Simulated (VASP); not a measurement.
# Al5N (R3m) in VASP: notebook

The runs below take Al5N through single point, relaxation of cell and atoms, with PBE.

Program: VASP 6.6.1. These are calculated values, not measurements. Logs are shortened: lines on timing, memory, paths and dates and some standing lists are left out, and cuts for length are marked.

**1. The cell of the first run**

The structure is trigonal, space group R3m (No. 160). The conventional cell has a = 6.113 Å, b = 6.113 Å, c = 7.896 Å, α = 90.00°, β = 90.00°, γ = 120.00°. Al (site symmetry m) has 3 Al at 1.74 to 2.01 Å within 2.3 Å. Within 2.3 Å of Al (site symmetry 3m) lie 3 Al at 1.74 Å and 1 N at 1.82 Å. Al (site symmetry 3m) has 6 Al at 2.40 to 2.55 Å and 1 N at 2.51 Å within 3.2 Å. Within 2.4 Å of N (site symmetry 3m) lie 1 Al at 1.82 Å.

**2. Single point, PBE**

File INCAR:

```
PREC = Accurate ; ENCUT = 520
EDIFF = 1E-6 ; ISMEAR = 0
SIGMA = 0.1 ; LREAL = False
LASPH = True ; NELM = 60
ALGO = Normal ; ISIF = 2
LWAVE = False ; LCHARG = True
GGA = PE ; LELF = True
LVHAR = True ; NBANDS = 19
```

File KPOINTS:

```
Automatic mesh
0
Gamma
  6 6 6
```

File POSCAR:

```
Al5N
1.0
    3.0565053400      1.7646741800      2.6319211500
   -3.0565053400      1.7646741800      2.6319211500
    0.0000000000     -3.5293483600      2.6319211500
Al N
5 1
Direct
    0.1937716600      0.8653886400      0.1937716600
    0.1937716600      0.1937716600      0.8653886400
    0.8653886400      0.1937716600      0.1937716600
    0.9197550000      0.9197550000      0.9197550000
    0.3714479100      0.3714479100      0.3714479100
    0.6888417000      0.6888417000      0.6888417000
```

Potentials or basis: VASP PAW PBE potentials, release 64 (Al, N).

Run with:

```bash
cat potpaw_PBE.64/Al/POTCAR potpaw_PBE.64/N/POTCAR > POTCAR
mpirun -np 1 vasp_std > vasp.out
```

OUTCAR:

```text
PREC = Accurate
   ENCUT = 520
   EDIFF = 1E-6
   ISMEAR = 0
   LREAL = False
   LASPH = True
   NELM = 60
   ISIF = 2
   GGA = PE

 ion  position               nearest neighbor table
   1  0.194  0.865  0.194-   4 1.74   2 2.01   3 2.01   5 2.40   5 2.55   2 3.34   3 3.34   3 3.34
                             2 3.34
   2  0.194  0.194  0.865-   4 1.74   3 2.01   1 2.01   5 2.40   5 2.55   1 3.34   3 3.34   1 3.34
                             3 3.34
   3  0.865  0.194  0.194-   4 1.74   2 2.01   1 2.01   5 2.40   5 2.55   2 3.34   1 3.34   1 3.34
                             2 3.34
   4  0.920  0.920  0.920-   2 1.74   1 1.74   3 1.74   6 1.82
   5  0.371  0.371  0.371-   2 2.40   1 2.40   3 2.40   6 2.51   2 2.55   1 2.55   3 2.55
   6  0.689  0.689  0.689-   4 1.82   5 2.51

  LATTYP: Found a trigonal (rhomboedric) cell.
 ALAT       =     4.4026479299
 COS(alpha) =     0.0360546806

  Lattice vectors:

 A1 = (   3.0565053400,   1.7646741800,   2.6319211500)
 A2 = (  -3.0565053400,   1.7646741800,   2.6319211500)
 A3 = (   0.0000000000,  -3.5293483600,   2.6319211500)

Analysis of symmetry for initial positions (statically):
=====================================================================
 Subroutine PRICEL returns:
 Original cell was already a primitive cell.

 Routine SETGRP: Setting up the symmetry group for a
 trigonal (rhombohedral) supercell.

 Subroutine GETGRP returns: Found  6 space group operations
 (whereof  6 operations were pure point group operations)
 out of a pool of 12 trial point group operations.

The static configuration has the point symmetry C_3v.

Analysis of symmetry for dynamics (positions and initial velocities):
=====================================================================
 Subroutine PRICEL returns:
 Original cell was already a primitive cell.

 Routine SETGRP: Setting up the symmetry group for a
 trigonal (rhombohedral) supercell.

 Subroutine GETGRP returns: Found  6 space group operations
 (whereof  6 operations were pure point group operations)
 out of a pool of 12 trial point group operations.

The dynamic configuration has the point symmetry C_3v.

 Subroutine INISYM returns: Found  6 space group operations
 (whereof  6 operations are pure point group operations),
 and found     1 'primitive' translations

----------------------------------------------------------------------------------------

                                     Primitive cell

  volume of cell :      85.1753

  direct lattice vectors                    reciprocal lattice vectors
     3.056505340  1.764674180  2.631921150     0.163585515  0.094446141  0.126650197
    -3.056505340  1.764674180  2.631921150    -0.163585515  0.094446141  0.126650197
     0.000000000 -3.529348360  2.631921150     0.000000000 -0.188892282  0.126650197

  length of vectors
     4.402647930  4.402647930  4.402647929     0.227421562  0.227421562  0.227421562

  position of ions in fractional coordinates (direct lattice)
     0.193771660  0.865388640  0.193771660
     0.193771660  0.193771660  0.865388640
     0.865388640  0.193771660  0.193771660
     0.919755000  0.919755000  0.919755000
     0.371447910  0.371447910  0.371447910
     0.688841700  0.688841700  0.688841700

  ion indices of the primitive-cell ions
   primitive index   ion index
                 1           1
                 2           2
                 3           3
                 4           4
                 5           5
                 6           6

----------------------------------------------------------------------------------------

 KPOINTS: Automatic mesh

Automatic generation of k-mesh.
 Grid dimensions read from file:
 generate k-points for:    6    6    6

 Generating k-lattice:

  Cartesian coordinates                     Fractional coordinates (reciprocal lattice)
     0.027264252  0.015741024  0.021108366     0.166666667 -0.000000000 -0.000000000
    -0.027264252  0.015741024  0.021108366    -0.000000000  0.166666667 -0.000000000
     0.000000000 -0.031482047  0.021108366    -0.000000000 -0.000000000  0.166666667

  Length of vectors
     0.037903594  0.037903594  0.037903594

  Shift w.r.t. Gamma in fractional coordinates (k-lattice)
     0.000000000  0.000000000  0.000000000

 Subroutine IBZKPT returns following result:
 ===========================================

 Found     32 irreducible k-points:

 Following reciprocal coordinates:
            Coordinates               Weight
  0.000000  0.000000  0.000000      1.000000
  0.166667 -0.000000  0.000000      6.000000
  0.333333 -0.000000 -0.000000      6.000000
  0.500000  0.000000  0.000000      3.000000
  0.166667  0.166667  0.000000      6.000000
  0.333333  0.166667  0.000000     12.000000
[... 16 lines left out ...]
  0.500000  0.500000  0.166667      6.000000
 -0.333333  0.500000  0.166667     12.000000
 [... further k-points ...]
   k-points           NKPTS =     32   k-points in BZ     NKDIM =     32   number of bands    NBANDS=     19
   number of dos      NEDOS =    301   number of ions     NIONS =      6
   total plane-waves  NPLWV =  46656
   dimension x,y,z NGX =    36 NGY =   36 NGZ =   36
   dimension x,y,z NGXF=    72 NGYF=   72 NGZF=   72
   ions per type =               5   1
   NGX,Y,Z   is equivalent  to a cutoff of  13.59, 13.59, 13.59 a.u.
   NGXF,Y,Z  is equivalent  to a cutoff of  27.19, 27.19, 27.19 a.u.
 SYSTEM =  unknown system
   PREC   = accura    normal or accurate (medium, high low for compatibility)
   ISTART =      0    job   : 0-new  1-cont  2-samecut
   ICHARG =      2    charge: 1-file 2-atom 10-const
   ISPIN  =      1    spin polarized calculation?
   LNONCOLLINEAR =      F non collinear calculations
   LSORBIT =      F    spin-orbit coupling
   LASPH  =      T    aspherical Exc in radial PAW
   ENCUT  =  520.0 eV  38.22 Ry    6.18 a.u.   8.19  8.19  8.19*2*pi/ulx,y,z
   NELM   =     60;   NELMIN=  2; NELMDL= -5     # of ELM steps
   EDIFF  = 0.1E-05   stopping-criterion for ELM
   LREAL  =      F    real-space projection
   EDIFFG = 0.1E-04   stopping-criterion for IOM
   NSW    =      0    number of steps for IOM
   IBRION =     -1    ionic relax: 0-MD 1-quasi-New 2-CG
   NFREE  =      0    steps in history (QN), initial steepest desc. (CG)
   ISIF   =      2    stress and relaxation
   ISYM   =      2    0-nonsym 1-usesym 2-fastsym
   POTIM  = 0.5000    time-step for ionic-motion
   TEBEG  =    0.0;   TEEND  =   0.0 temperature during run
   PSTRESS=    0.0 pullay stress
   NELECT =      20.0000    total number of electrons
   NUPDOWN=      -1.0000    fix difference up-down
   EMIN   =  10.00;   EMAX   =-10.00  energy-range for DOS
   EFERMI =   0.00;   METHOD = LEGACY
   ISMEAR =     0;   SIGMA  =   0.10  broadening in eV -4-tet -1-fermi 0-gaus
   EFERMI_NEDOS =   21; number of points for ismear=-14 and -15
   IALGO  =     38    algorithm
   IMIX   =      4    mixing-type and parameters
     AMIX     =   0.40;   BMIX     =  1.00
     AMIX_MAG =   1.60;   BMIX_MAG =  1.00
  volume/ion in A,a.u.               =      14.20        95.80
  Fermi-wavevector in a.u.,A,eV,Ry     =   1.009982  1.908589 13.878804  1.020063
  Thomas-Fermi vector in A             =   2.142943
   LORBIT       =      0    0 simple, 1 ext, 2 COOP (PROOUT), +10 PAW based schemes
   GGA     = PE    functional components
   LHFCALC =     F    Hartree Fock is set to
   AEXX    =    0.0000 exact exchange contribution
   IVDW    =     0    specifies the selected vdW correction
   LEPSILON=     F    determine dielectric tensor
   LRPA    =     F    only Hartree local field effects (RPA)
 non-spin polarized calculation
 Gauss-broadening in eV      SIGMA  =   0.10
  energy-cutoff  :      520.00
  volume of cell :       85.18
 maximum number of plane-waves:      2314
 NGX is ok and might be reduce to    36
   NGX = 17   NGY = 17   NGZ = 17

 number of electron      20.0000000 magnetization

 Free energy of the ion-electron system (eV)
  ---------------------------------------------------
  ext. energy  EPLUGINS =         0.00000000
  ---------------------------------------------------
  free energy    TOTEN  =        -3.26699230 eV

  energy without entropy =       -3.25561510  energy(sigma->0) =       -3.26130370

 E-fermi :   7.1987     XC(G=0): -10.2203

 val. band max:        7.1898122884   @ k =  -0.3333   0.1667   0.1667
 cond. band min:       7.2881983940   @ k =   0.3333   0.3333  -0.0000
 fundamental gap:      0.0983861056
 Fermi energy:         7.1987134699

 k-point     1 :       0.0000    0.0000    0.0000
  band No.  band energies     occupation
      1      -6.3078      2.00000
      2      -3.4982      2.00000
      3       1.4622      2.00000
      4       3.6600      2.00000
      5       3.6600      2.00000
      6       4.0218      2.00000
[... 11 lines left out ...]
     18      13.2560      0.00000
     19      13.3842      0.00000

 k-point     2 :       0.1667   -0.0000    0.0000
  band No.  band energies     occupation
      1      -6.2214      2.00000
      2      -3.5319      2.00000
      3       1.1688      2.00000
      4       2.9376      2.00000
      5       3.7843      2.00000
      6       4.0602      2.00000
[... 11 lines left out ...]
     18      13.2363      0.00000
     19      13.7694      0.00000

 k-point     3 :       0.3333   -0.0000   -0.0000
  band No.  band energies     occupation
      1      -6.0252      2.00000
      2      -3.6327      2.00000
      3       0.5606      2.00000
      4       3.0202      2.00000
      5       3.4815      2.00000
      6       4.0937      2.00000
[... 11 lines left out ...]
     18      12.8951      0.00000
     19      14.3969      0.00000

 k-point     4 :       0.5000    0.0000    0.0000
  band No.  band energies     occupation
      1      -5.9114      2.00000
      2      -3.7057      2.00000
      3       0.3028      2.00000
      4       3.0845      2.00000
      5       3.5181      2.00000
      6       4.3002      2.00000
[... 11 lines left out ...]
     18      12.7563      0.00000
     19      13.6195      0.00000

 k-point     5 :       0.1667    0.1667    0.0000
  band No.  band energies     occupation
      1      -6.1411      2.00000
      2      -3.5590      2.00000
      3       1.3665      2.00000
      4       2.0740      2.00000
      5       3.4051      2.00000
      6       3.8091      2.00000
[... 11 lines left out ...]
     18      13.3695      0.00000
     19      14.3514      0.00000

 k-point     6 :       0.3333    0.1667    0.0000
  band No.  band energies     occupation
      1      -5.9649      2.00000
      2      -3.5936      2.00000
      3       0.7042      2.00000
      4       2.0279      2.00000
      5       3.1542      2.00000
      6       4.1145      2.00000
[... 11 lines left out ...]
     18      13.8660      0.00000
     19      14.6251      0.00000

 k-point     7 :       0.5000    0.1667   -0.0000
  band No.  band energies     occupation
      1      -5.8678      2.00000
      2      -3.5971      2.00000
      3       0.1984      2.00000
      4       2.2226      2.00000
      5       3.4658      2.00000
      6       4.3098      2.00000
[... 11 lines left out ...]
     18      13.4928      0.00000
     19      14.7045      0.00000

 k-point     8 :      -0.3333    0.1667    0.0000
  band No.  band energies     occupation
      1      -5.9693      2.00000
      2      -3.5389      2.00000
      3       0.2494      2.00000
      4       2.4864      2.00000
      5       3.7430      2.00000
      6       3.9069      2.00000
[... 256 lines left out ...]
 k-point    20 :       0.5000    0.3333    0.1667
  band No.  band energies     occupation
      1      -5.7447      2.00000
      2      -3.2464      2.00000
      3       0.0269      2.00000
      4       1.2116      2.00000
      5       2.9108      2.00000
      6       3.9654      2.00000
[... 11 lines left out ...]
     18      13.8961      0.00000
     19      14.2923      0.00000

 k-point    21 :      -0.3333    0.3333    0.1667
  band No.  band energies     occupation
      1      -5.8060      2.00000
      2      -3.2990      2.00000
      3       0.0416      2.00000
      4       1.6518      2.00000
      5       2.5845      2.00000
      6       3.6985      2.00000
[... 11 lines left out ...]
     18      14.1261      0.00000
     19      14.7150      0.00000

 k-point    22 :      -0.1667    0.3333    0.1667
  band No.  band energies     occupation
      1      -5.9153      2.00000
      2      -3.4828      2.00000
      3       0.4548      2.00000
      4       1.9892      2.00000
      5       2.5728      2.00000
      6       3.9554      2.00000
[... 11 lines left out ...]
     18      13.9415      0.00000
     19      14.2653      0.00000

 k-point    23 :       0.5000    0.5000    0.1667
  band No.  band energies     occupation
      1      -5.7017      2.00000
      2      -3.0862      2.00000
      3      -0.0100      2.00000
      4       0.7757      2.00000
      5       2.8820      2.00000
      6       3.4367      2.00000
[... 11 lines left out ...]
     18      13.8970      0.00000
     19      14.5153      0.00000

 k-point    24 :      -0.3333    0.5000    0.1667
  band No.  band energies     occupation
      1      -5.7453      2.00000
      2      -3.2304      2.00000
      3       0.1347      2.00000
      4       1.2011      2.00000
      5       2.4655      2.00000
      6       3.2858      2.00000
[... 11 lines left out ...]
     18      13.9528      0.00000
     19      14.6820      0.00000

 [... further k-points ...]
[... 5 lines left out ...]
  --------------------------------------------------------------------------------------
  -------------------------------------------------------------------------------------
  Total       44.2947474     44.2947473     50.2361658      0.0000000     -0.0000000      0.0000000
  in kB      833.1994930    833.1994922    944.9596246      0.0000000     -0.0000000      0.0000000
  external PRESSURE =     870.4528699 kB  Pullay stress =       0.0000000 kB

 VOLUME and BASIS-vectors are now :
 -----------------------------------------------------------------------------
  energy-cutoff  :      520.00
  volume of cell :       85.18
      direct lattice vectors                 reciprocal lattice vectors
     3.056505340  1.764674180  2.631921150     0.163585515  0.094446141  0.126650197
    -3.056505340  1.764674180  2.631921150    -0.163585515  0.094446141  0.126650197
     0.000000000 -3.529348360  2.631921150     0.000000000 -0.188892282  0.126650197

 POSITION                                       TOTAL-FORCE (eV/Angst)
 -----------------------------------------------------------------------------------
     -2.05280      1.18519      3.29762        18.510137    -10.686833     12.321285
      0.00000     -2.37037      3.29762         0.000000     21.373666     12.321285
      2.05280      1.18519      3.29762       -18.510137    -10.686833     12.321285
      0.00000      0.00000      7.26217         0.000000     -0.000000    -38.102170
      0.00000      0.00000      2.93286         0.000000     -0.000000      2.394041
      0.00000      0.00000      5.43893         0.000000     -0.000000     -1.255727
 -----------------------------------------------------------------------------------
    total drift:                                0.000000     -0.000000      0.000220

  FREE ENERGIE OF THE ION-ELECTRON SYSTEM (eV)
  ---------------------------------------------------
  free  energy   TOTEN  =        -3.2669923028 eV

  energy  without entropy=       -3.2556150954  energy(sigma->0) =       -3.26130370
```

Wall time 56 s (1 thread of Intel Xeon Platinum 8175M at 2.50GHz (Skylake/Cascade Lake), shared host); peak memory 0.21 GiB.

Results:

- Free energy: -3.2670 eV
- Pressure: 87.0 GPa
- Largest force: 38.102 eV/Å
- Band gap on the k mesh: zero (band 10 reaches 8.46 eV, above the bottom of band 11 at 6.78 eV)

Forces on the atoms (eV/Å):
```
Al   18.510 -10.687  12.321
Al    0.000  21.374  12.321
Al  -18.510 -10.687  12.321
Al    0.000   0.000 -38.102
Al    0.000   0.000   2.394
N     0.000   0.000  -1.256
```

Caveat: forces of over 1 eV/Å act on the atoms, so gaps and moduli don't describe the material at rest.

(Continued in part 2 of 3.)
